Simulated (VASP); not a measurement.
# CaSe (rocksalt type) (Fm-3m) in VASP: electric field gradients with PBE

Aim: the electric field gradients of CaSe (rocksalt type) with PBE.

All numbers are computed with VASP 6.6.1; they aren't measurements. Logs are shortened: lines on timing, memory, paths and dates and some standing lists are left out, and cuts for length are marked.

## (1) The cell of the first run

The structure is cubic, space group Fm-3m (No. 225). Conventional cell: a = 5.958 Å, b = 5.958 Å, c = 5.958 Å, α = 90.00°, β = 90.00°, γ = 90.00°. Ca (site symmetry m-3m) has 6 Se at 2.98 Å within 3.9 Å. Se (site symmetry m-3m) has 6 Ca at 2.98 Å within 3.9 Å.

## (2) Electric field gradients, PBE, non-collinear spin, zero start, spin-orbit coupling

Contents of INCAR:

```
PREC = Accurate
ENCUT = 400
EDIFF = 1E-8
ISMEAR = -1
SIGMA = 0.03
LREAL = False
LASPH = True
NELM = 200
ALGO = Normal
ISIF = 2
LWAVE = False
LCHARG = False
MAGMOM = 0 0 0 0 0 0
LORBIT = 11
LSORBIT = True
GGA_COMPAT = False
LORBMOM = True
GGA = PE
LEFG = True
NBANDS = 28
```

Contents of KPOINTS:

```
Automatic mesh
0
Gamma
  12 12 12
```

Contents of POSCAR:

```
CaSe
1.0
    0.0000000000      2.9789653787      2.9789653787
    2.9789653787      0.0000000000      2.9789653787
    2.9789653787      2.9789653787      0.0000000000
Ca Se
1 1
Direct
    0.0000000000      0.0000000000      0.0000000000
    0.5000000000      0.5000000000      0.5000000000
```

Potentials or basis: VASP PAW PBE potentials, release 64 (Ca_sv, Se).

Started as:

```
> cat potpaw_PBE.64/Ca_sv/POTCAR potpaw_PBE.64/Se/POTCAR > POTCAR
> mpirun -np 1 vasp_ncl > vasp.out
```

OUTCAR:

```text
PREC = Accurate
   ENCUT = 400
   EDIFF = 1E-8
   ISMEAR = -1
   LREAL = False
   LASPH = True
   NELM = 200
   ISIF = 2
   LORBIT = 11
   LSORBIT = True
   GGA = PE

 ion  position               nearest neighbor table
   1  0.000  0.000  0.000-   2 2.98   2 2.98   2 2.98   2 2.98   2 2.98   2 2.98
   2  0.500  0.500  0.500-   1 2.98   1 2.98   1 2.98   1 2.98   1 2.98   1 2.98

  LATTYP: Found a face centered cubic cell.
 ALAT       =     5.9579307574

  Lattice vectors:

 A1 = (   0.0000000000,   2.9789653787,   2.9789653787)
 A2 = (   2.9789653787,   0.0000000000,   2.9789653787)
 A3 = (   2.9789653787,   2.9789653787,   0.0000000000)

Analysis of symmetry for initial positions (statically):
=====================================================================
 Subroutine PRICEL returns:
 Original cell was already a primitive cell.

 Routine SETGRP: Setting up the symmetry group for a
 face centered cubic supercell.

 Subroutine GETGRP returns: Found 48 space group operations
 (whereof 48 operations were pure point group operations)
 out of a pool of 48 trial point group operations.

The static configuration has the point symmetry O_h .

Analysis of symmetry for dynamics (positions and initial velocities):
=====================================================================
 Subroutine PRICEL returns:
 Original cell was already a primitive cell.

 Routine SETGRP: Setting up the symmetry group for a
 face centered cubic supercell.

 Subroutine GETGRP returns: Found 48 space group operations
 (whereof 48 operations were pure point group operations)
 out of a pool of 48 trial point group operations.

The dynamic configuration has the point symmetry O_h .

Analysis of structural, dynamic, and magnetic symmetry:
=====================================================================
 Subroutine PRICEL returns:
 Original cell was already a primitive cell.

 Routine SETGRP: Setting up the symmetry group for a
 face centered cubic supercell.

 Subroutine GETGRP returns: Found 48 space group operations
 (whereof 48 operations were pure point group operations)
 out of a pool of 48 trial point group operations.

The overall configuration has the point symmetry O_h .

 Subroutine INISYM returns: Found 48 space group operations
 (whereof 48 operations are pure point group operations),
 and found     1 'primitive' translations

----------------------------------------------------------------------------------------

                                     Primitive cell

  volume of cell :      52.8721

  direct lattice vectors                    reciprocal lattice vectors
     0.000000000  2.978965379  2.978965379    -0.167843508  0.167843508  0.167843508
     2.978965379  0.000000000  2.978965379     0.167843508 -0.167843508  0.167843508
     2.978965379  2.978965379  0.000000000     0.167843508  0.167843508 -0.167843508

  length of vectors
     4.212893240  4.212893240  4.212893240     0.290713484  0.290713484  0.290713484

  position of ions in fractional coordinates (direct lattice)
     0.000000000  0.000000000  0.000000000
     0.500000000  0.500000000  0.500000000

  ion indices of the primitive-cell ions
   primitive index   ion index
                 1           1
                 2           2

----------------------------------------------------------------------------------------

 KPOINTS: Automatic mesh

Automatic generation of k-mesh.
 Grid dimensions read from file:
[... 876 lines left out ...]
  Total        0.0513851      0.0513851      0.0513851     -0.0000000      0.0000000     -0.0000000
  in kB        1.5571190      1.5571190      1.5571190     -0.0000000      0.0000000     -0.0000000
  external PRESSURE =       1.5571190 kB  Pullay stress =       0.0000000 kB

 VOLUME and BASIS-vectors are now :
 -----------------------------------------------------------------------------
  energy-cutoff  :      400.00
  volume of cell :       52.87
      direct lattice vectors                 reciprocal lattice vectors
     0.000000000  2.978965379  2.978965379    -0.167843508  0.167843508  0.167843508
     2.978965379  0.000000000  2.978965379     0.167843508 -0.167843508  0.167843508
     2.978965379  2.978965379  0.000000000     0.167843508  0.167843508 -0.167843508

 POSITION                                       TOTAL-FORCE (eV/Angst)
 -----------------------------------------------------------------------------------
      0.00000      0.00000      0.00000         0.000000      0.000000      0.000000
      2.97897      2.97897      2.97897         0.000000      0.000000     -0.000000
 -----------------------------------------------------------------------------------
    total drift:                               -0.000000      0.000000      0.000000

  FREE ENERGIE OF THE ION-ELECTRON SYSTEM (eV)
  ---------------------------------------------------
  free  energy   TOTEN  =        -9.5063271607 eV

  energy  without entropy=       -9.5063271607  energy(sigma->0) =       -9.50632716

 Electric field gradients (V/A^2)
---------------------------------------------------------------------
 ion       V_xx      V_yy      V_zz      V_xy      V_xz      V_yz
---------------------------------------------------------------------
   1       0.000     0.000     0.000     0.001     0.001     0.001
   2       0.000     0.000    -0.000    -0.000    -0.000    -0.000
---------------------------------------------------------------------

 Electric field gradients after diagonalization (V/A^2)
 (convention: |V_zz| > |V_xx| > |V_yy|)
----------------------------------------------------------------------
 ion       V_xx      V_yy      V_zz     asymmetry (V_yy - V_xx)/ V_zz
----------------------------------------------------------------------
   1      -0.001    -0.001     0.002       0.000
   2       0.000     0.000    -0.001       0.000
----------------------------------------------------------------------

           NMR quadrupolar parameters

 Cq : quadrupolar parameter    Cq=e*Q*V_zz/h
 eta: asymmetry parameters     (V_yy - V_xx)/ V_zz
 Q  : nuclear electric quadrupole moment in mb (millibarn)
----------------------------------------------------------------------
 ion       Cq(MHz)       eta       Q (mb)
----------------------------------------------------------------------
   1       0.000       0.000       1.000
   2      -0.000       0.000       1.000
----------------------------------------------------------------------

 orbital moment (x)

 # of ion     p       d       tot
 ----------------------------------------
  1        -0.000  -0.000  -0.000
  2         0.000   0.000   0.000
 ----------------------------------------
            0.000  -0.000  -0.000

 orbital moment (y)

 # of ion     p       d       tot
 ----------------------------------------
  1        -0.000   0.000   0.000
  2        -0.000  -0.000  -0.000
 ----------------------------------------
           -0.000   0.000  -0.000

 orbital moment (z)

 # of ion     p       d       tot
 ----------------------------------------
  1         0.000   0.000   0.000
  2         0.000  -0.000  -0.000
 ----------------------------------------
            0.000  -0.000  -0.000

 Spin-Orbit-Coupling matrix elements

 Ion:    1  E_soc:     -0.0060033
 l=   1
     0.0000000    -0.0009891    -0.0009891
    -0.0009891     0.0000000    -0.0009891
    -0.0009891    -0.0009891     0.0000000
 l=   2
     0.0000000     0.0000012     0.0000000     0.0000012    -0.0000127
     0.0000012     0.0000000    -0.0000095     0.0000012    -0.0000032
     0.0000000    -0.0000095     0.0000000    -0.0000095     0.0000000
     0.0000012     0.0000012    -0.0000095     0.0000000    -0.0000032
    -0.0000127    -0.0000032     0.0000000    -0.0000032     0.0000000
 l=   3
     0.0000000     0.0000000     0.0000000     0.0000000     0.0000000     0.0000000     0.0000000
     0.0000000     0.0000000     0.0000000     0.0000000     0.0000000     0.0000000     0.0000000
     0.0000000     0.0000000     0.0000000     0.0000000     0.0000000     0.0000000     0.0000000
     0.0000000     0.0000000     0.0000000     0.0000000     0.0000000     0.0000000     0.0000000
     0.0000000     0.0000000     0.0000000     0.0000000     0.0000000     0.0000000     0.0000000
     0.0000000     0.0000000     0.0000000     0.0000000     0.0000000     0.0000000     0.0000000
     0.0000000     0.0000000     0.0000000     0.0000000     0.0000000     0.0000000     0.0000000

 Ion:    2  E_soc:     -0.0354556
 l=   1
     0.0000000    -0.0059089    -0.0059089
    -0.0059089     0.0000000    -0.0059089
    -0.0059089    -0.0059089     0.0000000
 l=   2
     0.0000000    -0.0000004     0.0000000    -0.0000004     0.0000000
    -0.0000004     0.0000000     0.0000000    -0.0000004     0.0000000
     0.0000000     0.0000000     0.0000000     0.0000000     0.0000000
    -0.0000004    -0.0000004     0.0000000     0.0000000     0.0000000
     0.0000000     0.0000000     0.0000000     0.0000000     0.0000000
 l=   3
     0.0000000     0.0000000     0.0000000     0.0000000     0.0000000     0.0000000     0.0000000
     0.0000000     0.0000000     0.0000000     0.0000000     0.0000000     0.0000000     0.0000000
     0.0000000     0.0000000     0.0000000     0.0000000     0.0000000     0.0000000     0.0000000
     0.0000000     0.0000000     0.0000000     0.0000000     0.0000000     0.0000000     0.0000000
     0.0000000     0.0000000     0.0000000     0.0000000     0.0000000     0.0000000     0.0000000
     0.0000000     0.0000000     0.0000000     0.0000000     0.0000000     0.0000000     0.0000000
     0.0000000     0.0000000     0.0000000     0.0000000     0.0000000     0.0000000     0.0000000

 total charge

# of ion       s       p       d       tot
------------------------------------------
    1        2.031   5.850   0.232   8.114
    2        1.430   2.485   0.005   3.920
--------------------------------------------------
tot          3.462   8.335   0.237  12.034

 magnetization (x)

# of ion       s       p       d       tot
------------------------------------------
    1        0.000  -0.000  -0.000  -0.000
    2        0.000   0.000  -0.000   0.000
--------------------------------------------------
tot          0.000  -0.000  -0.000   0.000

 magnetization (y)

# of ion       s       p       d       tot
------------------------------------------
    1       -0.000  -0.000  -0.000  -0.000
    2        0.000   0.000  -0.000  -0.000
--------------------------------------------------
tot         -0.000  -0.000  -0.000  -0.000

 magnetization (z)

# of ion       s       p       d       tot
------------------------------------------
    1        0.000  -0.000  -0.000  -0.000
    2        0.000   0.000  -0.000   0.000
--------------------------------------------------
tot          0.000  -0.000  -0.000  -0.000
```

Wall time 6.5 min (1 thread of Intel Xeon 8259CL, shared host); peak memory 0.31 GiB.

Results:

| Item | Value |
| --- | --- |
| Free energy | -9.5063 eV |
| Pressure | 0.2 GPa |
| Net moment | 0.00 μB per cell |
| Largest electric field gradient by atom | under 0.05 V/Å² on every atom |
| Valence electrons inside the program's atomic spheres | Ca 8.11; Se 3.92 |

Moments on the atoms (μB; x, y, z):
```
Ca  0.00 0.00 0.00
Se  0.00 0.00 0.00
```
